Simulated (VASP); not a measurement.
A run of VASP 6.6.1 is set up as follows.

INCAR

```
PREC = Accurate
ENCUT = 520
EDIFF = 1E-6
ISMEAR = 0
SIGMA = 0.05
LREAL = False
LASPH = True
NELM = 80
ALGO = Normal
ISIF = 2
LWAVE = False
LCHARG = True
GGA = PE
LELF = True
LVHAR = True
NBANDS = 25
```

The input KPOINTS:

```
regular mesh
0
Gamma
  6 6 8
```

POSCAR

```
SiO2
1.0
    4.2361165349      0.0000000000      0.0000000000
    0.0000000000      4.2361165349      0.0000000000
    0.0000000000      0.0000000000      2.6904781066
Si O
2 4
Direct
    0.5000000000      0.5000000000      0.5000000000
    0.0000000000      0.0000000000      0.0000000000
    0.6930152166      0.6930152166      0.0000000000
    0.1930152166      0.8069847834      0.5000000000
    0.3069847834      0.3069847834      0.0000000000
    0.8069847834      0.1930152166      0.5000000000
```

Potentials or basis: VASP PAW PBE potentials, release 64 (Si, O).

Command:

```sh
$ cat potpaw_PBE.64/Si/POTCAR potpaw_PBE.64/O/POTCAR > POTCAR
$ mpirun -np 1 vasp_std > vasp.out
```

(1) Estimate the band gap on the k mesh.

(2) Estimate the pressure.

(3) Estimate the largest force.

## Answers

(1) 5.02 eV, direct.

(2) 0.1 GPa.

(3) 0.018 eV/Å.
